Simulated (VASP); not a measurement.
Wanted: the native input for a VASP 6.6.1 run.

| Item | Value |
| --- | --- |
| Task | single point |
| Functional | PBE |
| Potentials or basis | VASP PAW PBE potentials, release 64 (Hf_pv, Bi_d, O) |
| Cutoff | 520 eV |
| k mesh | 4 × 4 × 4 |
| Occupations | gaussian, width 0.1 eV |
| Spin | no spin polarisation |
| Dipole correction | no |
| Further INCAR settings | ALGO = Normal; EDIFF = 1e-06; NBANDS = 38 |

The structure of HfBi3O lies in POSCAR:

```
HfBi3O
1.0
    4.9859557300      0.0000000000      0.0000000000
    0.0000000000      4.9859557300      0.0000000000
    0.0000000000      0.0000000000      4.9859557300
Hf Bi O
1 3 1
Direct
    0.0000000000      0.0000000000      0.0000000000
    0.5000000000      0.0000000000      0.5000000000
    0.5000000000      0.5000000000      0.0000000000
    0.0000000000      0.5000000000      0.5000000000
    0.5000000000      0.5000000000      0.5000000000
```

The cell was built from a structure type or drawn by symmetry, and may not be a known phase.

The input as run:

INCAR

```
PREC = Accurate
ENCUT = 520
EDIFF = 1E-6
ISMEAR = 0
SIGMA = 0.1
LREAL = False
LASPH = True
NELM = 80
ALGO = Normal
ISIF = 2
LWAVE = False
LCHARG = True
GGA = PE
LELF = True
LVHAR = True
NBANDS = 38
```

KPOINTS

```
regular mesh
0
Gamma
  4 4 4
```

Potentials or basis: VASP PAW PBE potentials, release 64 (Hf_pv, Bi_d, O).

Launch:

```sh
$ cat potpaw_PBE.64/Hf_pv/POTCAR potpaw_PBE.64/Bi_d/POTCAR potpaw_PBE.64/O/POTCAR > POTCAR
$ mpirun -np 1 vasp_std > vasp.out
```

Results of the run:

The pressure is -3.3 GPa and the band gap on the k mesh is zero (an odd number of electrons rules out a gap without spin polarisation).

Caveat: the cell stands under tension; spin-orbit coupling is left out, which moves the levels of the heavy elements; an odd number of electrons without spin polarisation forces a metal; a magnetic or distorted state may lie lower.

It took 2.2 min on 1 thread of AMD EPYC 7R13, on a shared host, peak memory 0.22 GiB.
